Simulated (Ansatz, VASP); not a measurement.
# HfBr: VASP beside Ansatz

```
CELL_PARAMETERS angstrom
1.57413 -3.05443 0.00000
1.57413 3.05443 0.00000
0.00000 0.00000 4.73529
ATOMIC_POSITIONS crystal
Hf 0.00000 0.00000 0.50000
Br 0.50000 0.50000 0.00000
```

Alike in both runs: functional PBE; k mesh 20 × 20 × 12; occupations gaussian, width 0.1 eV; no spin polarisation.

Ansatz relaxed the structure, and its values are those at the end. VASP's run is a single point on that final structure, the one shown.

```csv
,VASP,Ansatz
version,VASP 6.6.1,Ansatz 0.2.0
potentials or method,"VASP PAW PBE potentials, release 64 (Hf_pv, Br), cutoff 520 eV","scalar-relativistic, plane waves, PAW"
valence electrons in the cell,17,33
```

|  | VASP | Ansatz | Ansatz less VASP |
| --- | --- | --- | --- |
| gap on the k mesh at the Fermi level (eV) | none | none | - |
| pressure (GPa) | -0.5 | 0.0 | +0.44 |

A gap of «none» marks a metal or a gap that the smearing closes. VASP's potentials hold 17 valence electrons a cell and Ansatz's 33, so a difference there can come from the potentials and not from the codes.

Neither program's run includes spin-orbit coupling.
